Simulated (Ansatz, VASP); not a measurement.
This is a calculation of BeTe for Ansatz 0.2.0.

Contents of input.yaml:

```yaml
crystal:
  lattice:
    - [0.0, 2.77, 2.77]
    - [2.77, 0.0, 2.77]
    - [2.77, 2.77, 0.0]
  atoms:
    - { symbol: Te, position: [0.75, 0.75, 0.75] }
    - { symbol: Be, position: [0.0, 0.0, 0.0] }
kpoints:
  mp_grid: { grid: [8, 8, 8] }
scf:
  occupations: { method: fermi_dirac, width: 0.05 }
hamiltonian:
  xc: pbe
  dispersion: d3bj
  pseudopotentials: { kind: all_electron, lapw: { basis_error: 0.001 } }
output:
  forces: true
  stress: true
relax:
  f_tol: 0.02
  max_steps: 60
  cell: {}
```

Potentials or basis: all-electron LAPW, scalar-relativistic.

Launch:

```bash
$ ansatz run input.yaml --threads 1 --pin off --max-ram 3072MiB --backend cpu --events-out ev --progress --plain --runs-dir out
```

Translate it to VASP 6.6.1. Potentials there: VASP PAW PBE potentials, release 64 (Te, Be).

As run (the cutoff follows the program's own potentials):

The input INCAR:

```
ALGO = Normal ; EDIFF = 1E-6
EDIFFG = -0.02 ; ENCUT = 600
GGA = PE ; IBRION = 2
ISIF = 3 ; ISMEAR = -1
IVDW = 12 ; LASPH = True
LCHARG = False ; LREAL = False
LWAVE = False ; NELM = 100
NSW = 80 ; PREC = Accurate
SIGMA = 0.05
```

KPOINTS

```
k-points
0
Gamma
  8 8 8
```

Contents of POSCAR:

```
BeTe
1.0
    0.0000000000      2.7700000000      2.7700000000
    2.7700000000      0.0000000000      2.7700000000
    2.7700000000      2.7700000000      0.0000000000
Te Be
1 1
Direct
    0.7500000000      0.7500000000      0.7500000000
    0.0000000000      0.0000000000      0.0000000000
```

Potentials or basis: VASP PAW PBE potentials, release 64 (Te, Be).

Launch:

```bash
$ cat potpaw_PBE.64/Te/POTCAR potpaw_PBE.64/Be/POTCAR > POTCAR
$ mpirun -np 1 vasp_std > vasp.out
```

Both were run:

|  | VASP | Ansatz | Ansatz less VASP |
| --- | --- | --- | --- |
| relaxed volume (Å³/atom) | 21.79 | 21.74 | -0.050 |
| relaxed cell length with the largest relative difference (Å) | 3.950 | 3.947 | -0.0030 |

Ansatz ran all-electron here, and VASP with PAW potentials.

Neither program's run includes spin-orbit coupling.
